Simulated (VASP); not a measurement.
Runs of VASP 6.6.1 on CaZrN. The structure is that of space group P4/mmm (No. 123), or close to it. The cells are those of the table. 

```csv
task,cell,k mesh,cutoff (eV),gap on the mesh (eV),pressure (GPa),relaxed volume (Å³/atom)
relaxation of cell and atoms,"relaxed from a = 3.135, b = 3.135, c = 7.387 Å, 3 atoms",14 × 14 × 6,600,none,0.0,23.92
relaxation of cell and atoms,"relaxed from a = 2.719, b = 2.719, c = 7.905 Å, 3 atoms",6 × 6 × 2,600,none,-0.1,(a)
single point,"a = 3.136, b = 3.136, c = 7.309 Å, 3 atoms",14 × 14 × 6,520,none,0.1,-
single point,"a = 2.719, b = 2.719, c = 7.905 Å, 3 atoms",6 × 6 × 2,520,none,(b),-
single point,"a = 3.130, b = 3.130, c = 7.423 Å, 3 atoms",6 × 6 × 2,520,none,0.2,-
```

Alike in all rows: level PBE; potentials or basis VASP PAW PBE potentials, release 64 (Ca_sv, Zr_sv, N); no spin polarisation; smearing gaussian 0.1 eV.

Fill in the values left out.

(a) 24.26; (b) 59.4.

Caveats: some runs use coarse meshes; the volume moved by over 15 % at a fixed basis, so the end points are rough (some runs).

A k mesh can miss the band edges, and the runs leave out spin-orbit coupling on Zr.

A gap of «none» marks levels without a gap at the run's occupations.
